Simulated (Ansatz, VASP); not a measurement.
**One calculation of Al, two programs**

```
CELL_PARAMETERS angstrom
0.00000 1.99669 1.99669
1.99669 0.00000 1.99669
1.99669 1.99669 0.00000
ATOMIC_POSITIONS crystal
Al 0.00000 0.00000 0.00000
```

Alike in both runs: task single point; functional r2SCAN; k mesh 14 × 14 × 14; occupations gaussian, width 0.01 eV; no spin polarisation.

|  | VASP | Ansatz |
| --- | --- | --- |
| version | VASP 6.6.1 | Ansatz 0.2.0 |
| potentials or method | VASP PAW PBE potentials, release 64 (Al), cutoff 520 eV | plane waves (500 eV) with PAW, scalar-relativistic |
| valence electrons in the cell | 3 | 3 |

|  | VASP | Ansatz | Ansatz less VASP |
| --- | --- | --- | --- |
| pressure (GPa) | -0.8 | -0.5 | +0.33 |

VASP's potentials were made for PBE, not for r2SCAN.
